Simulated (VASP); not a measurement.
# SiC (Moissanite) (P6_3mc) in VASP: a series of runs

SiC (Moissanite) is run at these levels: LDA, BLYP+D3(BJ); tasks: single point.

Program: VASP 6.6.1. These are calculated values, not measurements. Logs are shortened: lines on timing, memory, paths and dates and some standing lists are left out, and cuts for length are marked.

## 1. The cell of the first run

It takes space group P6_3mc (No. 186, hexagonal). The conventional cell has a = 3.096 Å, b = 3.096 Å, c = 5.081 Å, α = 90.00°, β = 90.00°, γ = 120.00°. Si (site symmetry 3m) has 4 C at 1.88 to 1.96 Å within 2.5 Å. C (site symmetry 3m) has 4 Si at 1.88 to 1.96 Å within 2.5 Å.

## 2. Single point, LDA

File INCAR:

```
PREC     = Accurate       # precision mode
ENCUT    = 520            # plane-wave cutoff, eV
EDIFF    = 1E-6           # SCF threshold, eV
ISMEAR   = -1             # smearing method
SIGMA    = 0.05           # smearing width, eV
LREAL    = False          # projectors in reciprocal space
LASPH    = True           # aspherical terms in the spheres
NELM     = 100            # most SCF steps
ALGO     = Normal         # electronic algorithm
ISIF     = 2              # what is computed and relaxed
LWAVE    = False          # write WAVECAR
LCHARG   = False          # write CHGCAR
NBANDS   = 16             # bands
```

File KPOINTS:

```
regular mesh
0
Gamma
  10 10 5
```

File POSCAR:

```
SiC
1.0
    3.0963714546      0.0000000000      0.0000000000
   -1.5481857273      2.6815363392      0.0000000000
    0.0000000000      0.0000000000      5.0814314379
Si C
2 2
Direct
    0.6666666667      0.3333333333      0.5000000000
    0.3333333333      0.6666666667      0.0000000000
    0.6666666667      0.3333333333      0.8850000000
    0.3333333333      0.6666666667      0.3850000000
```

Potentials or basis: VASP PAW LDA potentials, release 64 (Si, C).

On the command line:

```sh
$ cat potpaw_LDA.64/Si/POTCAR potpaw_LDA.64/C/POTCAR > POTCAR
$ mpirun -np 1 vasp_std > vasp.out
```

OUTCAR:

```text
PREC = Accurate
   ENCUT = 520
   EDIFF = 1E-6
   ISMEAR = -1
   LREAL = False
   LASPH = True
   NELM = 100
   ISIF = 2

 ion  position               nearest neighbor table
   1  0.667  0.333  0.500-   4 1.88   4 1.88   4 1.88   3 1.96   2 3.11   2 3.11   2 3.11   2 3.11
                             2 3.11   2 3.11
   2  0.333  0.667  0.000-   3 1.88   3 1.88   3 1.88   4 1.96   1 3.11   1 3.11   1 3.11   1 3.11
                             1 3.11   1 3.11
   3  0.667  0.333  0.885-   2 1.88   2 1.88   2 1.88   1 1.96
   4  0.333  0.667  0.385-   1 1.88   1 1.88   1 1.88   2 1.96

  LATTYP: Found a hexagonal cell.
 ALAT       =     3.0963714546
 C/A-ratio  =     1.6410923277

  Lattice vectors:

 A1 = (   3.0963714546,   0.0000000000,   0.0000000000)
 A2 = (  -1.5481857273,   2.6815363392,   0.0000000000)
 A3 = (   0.0000000000,   0.0000000000,   5.0814314379)

Analysis of symmetry for initial positions (statically):
=====================================================================
 Subroutine PRICEL returns:
 Original cell was already a primitive cell.

 Routine SETGRP: Setting up the symmetry group for a
 hexagonal supercell.

 Subroutine GETGRP returns: Found 12 space group operations
 (whereof  6 operations were pure point group operations)
 out of a pool of 24 trial point group operations.

The static configuration has the point symmetry C_3v.
 The point group associated with its full space group is C_6v.

Analysis of symmetry for dynamics (positions and initial velocities):
=====================================================================
 Subroutine PRICEL returns:
 Original cell was already a primitive cell.

 Routine SETGRP: Setting up the symmetry group for a
 hexagonal supercell.

 Subroutine GETGRP returns: Found 12 space group operations
 (whereof  6 operations were pure point group operations)
 out of a pool of 24 trial point group operations.

The dynamic configuration has the point symmetry C_3v.
 The point group associated with its full space group is C_6v.

 Subroutine INISYM returns: Found 12 space group operations
 (whereof  6 operations are pure point group operations),
 and found     1 'primitive' translations

----------------------------------------------------------------------------------------

                                     Primitive cell

  volume of cell :      42.1913

  direct lattice vectors                    reciprocal lattice vectors
     3.096371455  0.000000000  0.000000000     0.322958668  0.186460274  0.000000000
    -1.548185727  2.681536339  0.000000000     0.000000000  0.372920548  0.000000000
     0.000000000  0.000000000  5.081431438     0.000000000  0.000000000  0.196794941

  length of vectors
     3.096371455  3.096371455  5.081431438     0.372920548  0.372920548  0.196794941

  position of ions in fractional coordinates (direct lattice)
     0.666666667  0.333333333  0.500000000
     0.333333333  0.666666667  0.000000000
     0.666666667  0.333333333  0.885000000
     0.333333333  0.666666667  0.385000000

  ion indices of the primitive-cell ions
   primitive index   ion index
                 1           1
                 2           2
                 3           3
                 4           4

----------------------------------------------------------------------------------------

 KPOINTS: regular mesh

Automatic generation of k-mesh.
 Grid dimensions read from file:
 generate k-points for:   10   10    5

 Generating k-lattice:

  Cartesian coordinates                     Fractional coordinates (reciprocal lattice)
     0.032295867  0.018646027  0.000000000     0.100000000 -0.000000000  0.000000000
     0.000000000  0.037292055  0.000000000     0.000000000  0.100000000  0.000000000
     0.000000000  0.000000000  0.039358988     0.000000000  0.000000000  0.200000000

  Length of vectors
     0.037292055  0.037292055  0.039358988

  Shift w.r.t. Gamma in fractional coordinates (k-lattice)
     0.000000000  0.000000000  0.000000000

 Subroutine IBZKPT returns following result:
 ===========================================

 Found     42 irreducible k-points:

 Following reciprocal coordinates:
            Coordinates               Weight
  0.000000  0.000000  0.000000      1.000000
  0.100000  0.000000  0.000000      6.000000
  0.200000  0.000000  0.000000      6.000000
  0.300000  0.000000  0.000000      6.000000
  0.400000  0.000000  0.000000      6.000000
  0.500000  0.000000  0.000000      3.000000
[... 16 lines left out ...]
  0.300000  0.100000  0.200000     24.000000
  0.400000  0.100000  0.200000     24.000000
 [... further k-points ...]
   k-points           NKPTS =     42   k-points in BZ     NKDIM =     42   number of bands    NBANDS=     16
   number of dos      NEDOS =    301   number of ions     NIONS =      4
   total plane-waves  NPLWV =  23040
   dimension x,y,z NGX =    24 NGY =   24 NGZ =   40
   dimension x,y,z NGXF=    48 NGYF=   48 NGZF=   80
   ions per type =               2   2
   NGX,Y,Z   is equivalent  to a cutoff of  12.89, 12.89, 13.09 a.u.
   NGXF,Y,Z  is equivalent  to a cutoff of  25.77, 25.77, 26.17 a.u.
 SYSTEM =  unknown system
   PREC   = accura    normal or accurate (medium, high low for compatibility)
   ISTART =      0    job   : 0-new  1-cont  2-samecut
   ICHARG =      2    charge: 1-file 2-atom 10-const
   ISPIN  =      1    spin polarized calculation?
   LNONCOLLINEAR =      F non collinear calculations
   LSORBIT =      F    spin-orbit coupling
   LASPH  =      T    aspherical Exc in radial PAW
   ENCUT  =  520.0 eV  38.22 Ry    6.18 a.u.   5.76  5.76  9.45*2*pi/ulx,y,z
   NELM   =    100;   NELMIN=  2; NELMDL= -5     # of ELM steps
   EDIFF  = 0.1E-05   stopping-criterion for ELM
   LREAL  =      F    real-space projection
   EDIFFG = 0.1E-04   stopping-criterion for IOM
   NSW    =      0    number of steps for IOM
   IBRION =     -1    ionic relax: 0-MD 1-quasi-New 2-CG
   NFREE  =      0    steps in history (QN), initial steepest desc. (CG)
   ISIF   =      2    stress and relaxation
   ISYM   =      2    0-nonsym 1-usesym 2-fastsym
   POTIM  = 0.5000    time-step for ionic-motion
   TEBEG  =    0.0;   TEEND  =   0.0 temperature during run
   PSTRESS=    0.0 pullay stress
   NELECT =      16.0000    total number of electrons
   NUPDOWN=      -1.0000    fix difference up-down
   EMIN   =  10.00;   EMAX   =-10.00  energy-range for DOS
   EFERMI =   0.00;   METHOD = LEGACY
   ISMEAR =    -1;   SIGMA  =   0.05  broadening in eV -4-tet -1-fermi 0-gaus
   EFERMI_NEDOS =   21; number of points for ismear=-14 and -15
   IALGO  =     38    algorithm
   IMIX   =      4    mixing-type and parameters
     AMIX     =   0.40;   BMIX     =  1.00
     AMIX_MAG =   1.60;   BMIX_MAG =  1.00
  volume/ion in A,a.u.               =      10.55        71.18
  Fermi-wavevector in a.u.,A,eV,Ry     =   1.184970  2.239268 19.104662  1.404153
  Thomas-Fermi vector in A             =   2.321173
   LORBIT       =      0    0 simple, 1 ext, 2 COOP (PROOUT), +10 PAW based schemes
   GGA     = CA    functional components
   LHFCALC =     F    Hartree Fock is set to
   AEXX    =    0.0000 exact exchange contribution
   IVDW    =     0    specifies the selected vdW correction
   LEPSILON=     F    determine dielectric tensor
   LRPA    =     F    only Hartree local field effects (RPA)
 non-spin polarized calculation
  energy-cutoff  :      520.00
  volume of cell :       42.19
 maximum number of plane-waves:      1148
 NGX is ok and might be reduce to    24
   NGX = 11   NGY = 11   NGZ = 19

 number of electron      16.0000001 magnetization

 Free energy of the ion-electron system (eV)
  ---------------------------------------------------
  ext. energy  EPLUGINS =         0.00000000
  ---------------------------------------------------
  free energy    TOTEN  =       -33.20339314 eV

  energy without entropy =      -33.20339313  energy(sigma->0) =      -33.20339314

 E-fermi :   9.0355     XC(G=0): -11.4656

 val. band max:        8.1342566819   @ k =   0.0000   0.0000   0.0000
 cond. band min:      10.5216584443   @ k =   0.3000   0.3000   0.0000
 fundamental gap:      2.3874017624
 Fermi energy:         9.0354701595

 k-point     1 :       0.0000    0.0000    0.0000
  band No.  band energies     occupation
      1      -7.3422      2.00000
      2      -3.8651      2.00000
      3      -0.4605      2.00000
      4       6.5919      2.00000
      5       6.5919      2.00000
      6       7.8605      2.00000
[... 8 lines left out ...]
     15      16.5956      0.00000
     16      19.1382      0.00000

 k-point     2 :       0.1000    0.0000    0.0000
  band No.  band energies     occupation
      1      -7.1707      2.00000
      2      -3.7167      2.00000
      3      -0.3022      2.00000
      4       5.6646      2.00000
      5       6.3062      2.00000
      6       7.2347      2.00000
[... 8 lines left out ...]
     15      17.0301      0.00000
     16      18.0438      0.00000

 k-point     3 :       0.2000    0.0000    0.0000
  band No.  band energies     occupation
      1      -6.6624      2.00000
      2      -3.2895      2.00000
      3       0.1506      2.00000
      4       3.8067      2.00000
      5       5.7135      2.00000
      6       5.7910      2.00000
[... 8 lines left out ...]
     15      17.3213      0.00000
     16      17.9240      0.00000

 k-point     4 :       0.3000    0.0000    0.0000
  band No.  band energies     occupation
      1      -5.8424      2.00000
      2      -2.6713      2.00000
      3       0.7008      2.00000
      4       2.0824      2.00000
      5       4.1134      2.00000
      6       5.1459      2.00000
[... 8 lines left out ...]
     15      18.1847      0.00000
     16      19.5439      0.00000
[... 324 lines left out ...]
 k-point    22 :       0.2000    0.1000    0.2000
  band No.  band energies     occupation
      1      -5.9784      2.00000
      2      -3.5187      2.00000
      3       1.2935      2.00000
      4       3.1802      2.00000
      5       4.2281      2.00000
      6       5.1300      2.00000
[... 8 lines left out ...]
     15      17.9869      0.00000
     16      18.6118      0.00000

 k-point    23 :       0.3000    0.1000    0.2000
  band No.  band energies     occupation
      1      -5.0383      2.00000
      2      -2.7947      2.00000
      3       0.6679      2.00000
      4       2.6277      2.00000
      5       2.9859      2.00000
      6       4.4149      2.00000
[... 8 lines left out ...]
     15      18.7315      0.00000
     16      19.3413      0.00000

 k-point    24 :       0.4000    0.1000    0.2000
  band No.  band energies     occupation
      1      -4.0102      2.00000
      2      -2.4805      2.00000
      3      -0.0980      2.00000
      4       1.3869      2.00000
      5       3.4373      2.00000
      6       4.2348      2.00000
[... 8 lines left out ...]
     15      19.1472      0.00000
     16      20.4528      0.00000

 [... further k-points ...]

------------------------ aborting loop because EDIFF is reached ----------------------------------------

  FORCE on cell =-STRESS in cart. coord.  units (eV):
  Direction    XX          YY          ZZ          XY          YZ          ZX
  --------------------------------------------------------------------------------------
  -------------------------------------------------------------------------------------
  Total       -1.7183825     -1.7183825     -2.6402440      0.0000000      0.0000000      0.0000000
  in kB      -65.2540713    -65.2540713   -100.2609546      0.0000000      0.0000000      0.0000000
  external PRESSURE =     -76.9230324 kB  Pullay stress =       0.0000000 kB

 VOLUME and BASIS-vectors are now :
 -----------------------------------------------------------------------------
  energy-cutoff  :      520.00
  volume of cell :       42.19
      direct lattice vectors                 reciprocal lattice vectors
     3.096371455  0.000000000  0.000000000     0.322958668  0.186460274  0.000000000
    -1.548185727  2.681536339  0.000000000     0.000000000  0.372920548  0.000000000
     0.000000000  0.000000000  5.081431438     0.000000000  0.000000000  0.196794941

 POSITION                                       TOTAL-FORCE (eV/Angst)
 -----------------------------------------------------------------------------------
      1.54819      0.89385      2.54072        -0.000000      0.000000      0.704607
     -0.00000      1.78769      0.00000         0.000000     -0.000000      0.704607
      1.54819      0.89385      4.49707        -0.000000     -0.000000     -0.704607
     -0.00000      1.78769      1.95635         0.000000      0.000000     -0.704607
 -----------------------------------------------------------------------------------
    total drift:                               -0.000000      0.000000      0.000303

  FREE ENERGIE OF THE ION-ELECTRON SYSTEM (eV)
  ---------------------------------------------------
  free  energy   TOTEN  =       -33.2033931351 eV

  energy  without entropy=      -33.2033931350  energy(sigma->0) =      -33.20339314
```

It took 15 s on 1 thread of Intel Xeon Platinum 8488C (Sapphire Rapids), shared host; peak memory 0.14 GiB.

Results:

```yaml
Free_energy: -33.2034 eV
Pressure: -7.7 GPa
Largest_force: 0.705 eV/Å
Band_gap_on_the_k_mesh: 2.39 eV, indirect (least direct gap 3.93 eV)
```

Forces on the atoms (eV/Å):
```
Si   0.000  0.000  0.705
Si   0.000  0.000  0.705
C    0.000  0.000 -0.705
C    0.000  0.000 -0.705
```

Levels at points of the mesh, in eV from the valence-band top:
| k point | band 5 | band 6 | band 7 | band 8 | band 9 | band 10 | band 11 | band 12 |
| --- | --- | --- | --- | --- | --- | --- | --- | --- |
| (0.00, 0.00, 0.00) | -1.54 | -0.27 | -0.27 | 0.00 | 4.41 | 5.83 | 6.28 | 6.28 |
| (0.50, 0.00, 0.00) | -5.37 | -3.50 | -3.23 | -1.48 | 2.45 | 4.09 | 6.52 | 7.04 |

A k mesh can miss the band edges.

(Part 1 of 2 ends here.)
